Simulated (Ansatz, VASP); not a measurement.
**MgO in VASP and in Ansatz**

INCAR

```
PREC = Accurate
ENCUT = 840
EDIFF = 1E-6
ISMEAR = 0
SIGMA = 0.01
LREAL = F
LASPH = T
NELM = 120
ALGO = Normal
ISIF = 2
LWAVE = F
LCHARG = F
GGA = PE
NBANDS = 15
GGA_COMPAT = F
```

File KPOINTS:

```
Automatic mesh
0
Gamma
  3 3 3
```

Contents of POSCAR:

```
MgO
1.0
    0.0000000000      2.1085000000      2.1085000000
    2.1085000000      0.0000000000      2.1085000000
    2.1085000000      2.1085000000      0.0000000000
Mg O
1 1
Direct
    0.0000000000      0.0000000000      0.0000000000
    0.5000000000      0.5000000000      0.5000000000
```

Input for Ansatz:

```yaml
crystal:
  lattice:
    bravais: fcc
    a: 4.217
  space_group: 225
  atoms:
    - { symbol: Mg, position: [0.0, 0.0, 0.0] }
    - { symbol: O, position: [0.5, 0.0, 0.0] }
  reduce_to_primitive: true
kpoints:
  mp_grid:
    grid: [3, 3, 3]
hamiltonian:
  xc: pbe
scf:
  occupations:
    method: fixed
output:
  stress: true
```

Alike in both runs: task single point; functional PBE; k mesh 3 × 3 × 3; no spin polarisation.

```csv
,VASP,Ansatz
version,VASP 6.6.1,Ansatz 0.2.0
potentials or method,"VASP PAW PBE potentials, release 64 (Mg_sv, O)","plane waves, PAW"
plane-wave cutoff (eV),840,420
occupations,"gaussian, width 0.01 eV",fixed
valence electrons in the cell,16,16
```

|  | VASP | Ansatz | Ansatz less VASP |
| --- | --- | --- | --- |
| pressure (GPa) | 4.7 | 4.5 | -0.13 |

The k mesh is coarse, so the values compare programs but aren't converged.
